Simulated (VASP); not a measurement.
A run of VASP 6.6.1 is set up as follows.

The input INCAR:

```
PREC = Accurate
ENCUT = 520
EDIFF = 1E-6
ISMEAR = 0
SIGMA = 0.1
LREAL = F
LASPH = T
NELM = 100
ALGO = Normal
ISIF = 2
LWAVE = F
LCHARG = F
GGA = PE
NBANDS = 36
```

File KPOINTS:

```
regular mesh
0
Gamma
  14 14 10
```

Contents of POSCAR:

```
Ge
1.0
    2.9086140165      2.9086140165      0.0000000000
   -2.9086140165      2.9086140165      0.0000000000
    0.0000000000      0.0000000000      5.5292464473
Ge
4
Direct
    0.5000000000      0.5000000000      0.5000000000
    0.5000000000      0.0000000000      0.2500000000
    0.0000000000      0.0000000000      0.0000000000
    0.0000000000      0.5000000000      0.7500000000
```

Potentials or basis: VASP PAW PBE potentials, release 64 (Ge_d).

Command:

```bash
$ cat potpaw_PBE.64/Ge_d/POTCAR > POTCAR
$ mpirun -np 1 vasp_std > vasp.out
```

Task: Estimate the pressure.

Result: 1.3 GPa.

Task: What does it give for the band gap on the k mesh?

Result: 0.01 eV.

Stress tensor (GPa, compression positive):
```
0.25 0.00 0.00
0.00 0.25 0.00
0.00 0.00 3.41
```

Caveat: the cell differs from its parent crystal (uniaxial strain along c: -4.0 %); the smearing spreads over this small gap; semilocal functionals underestimate gaps, and a narrow one can read as zero. A k mesh can miss the band edges.
